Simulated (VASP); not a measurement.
Write the native input for VASP 6.6.1 that does the following.

```
Task                   : single point
Functional             : revPBE
Dispersion             : D4
Potentials or basis    : VASP PAW PBE potentials, release 64 (Pb_d, Se)
Cutoff                 : 500 eV
k mesh                 : 6 × 6 × 6
Occupations            : gaussian, width 0.05 eV
Spin                   : no spin polarisation
Dipole correction      : no
Further INCAR settings : ALGO = Normal; EDIFF = 1e-06; NBANDS = 17
```

The structure of PbSe lies in POSCAR:

```
PbSe
1.0
    0.0000000000      3.0621516472      3.0621516472
    3.0621516472      0.0000000000      3.0621516472
    3.0621516472      3.0621516472      0.0000000000
Pb Se
1 1
Direct
    0.5000000000      0.5000000000      0.5000000000
    0.0000000000      0.0000000000      0.0000000000
```

The input as run:

INCAR

```
SYSTEM = PbSe
PREC     = Accurate       ! precision mode
ENCUT    = 500            ! plane-wave cutoff, eV
EDIFF    = 1E-6           ! SCF threshold, eV
ISMEAR   = 0              ! smearing method
SIGMA    = 0.05           ! smearing width, eV
LREAL    = .False.        ! projectors in reciprocal space
LASPH    = .True.         ! aspherical terms in the spheres
NELM     = 120            ! most SCF steps
ALGO     = Normal         ! electronic algorithm
ISIF     = 2              ! what is computed and relaxed
LWAVE    = .False.        ! write WAVECAR
LCHARG   = .False.        ! write CHGCAR
GGA      = RE             ! functional
IVDW     = 13             ! dispersion correction
NBANDS   = 17             ! bands
GGA_COMPAT= .False.
```

KPOINTS

```
Automatic mesh
0
Gamma
  6 6 6
  0 0 0
```

Potentials or basis: VASP PAW PBE potentials, release 64 (Pb_d, Se).

Command:

```bash
$ cat potpaw_PBE.64/Pb_d/POTCAR potpaw_PBE.64/Se/POTCAR > POTCAR
$ mpirun -np 1 vasp_std > vasp.out
```

Results of the run:

```json
{
 "Pressure": "0.2 GPa",
 "Band gap on the k mesh": "0.36 eV, direct",
 "Dispersion energy per atom": "-0.617 eV"
}
```

Caveat: the PAW data sets were made with another functional, which shifts forces and pressure a little; spin-orbit coupling is left out, which moves the levels of the heavy elements.

Wall time 33 s on 1 thread of Intel Xeon 8259CL, on a shared host, peak memory 0.17 GiB.
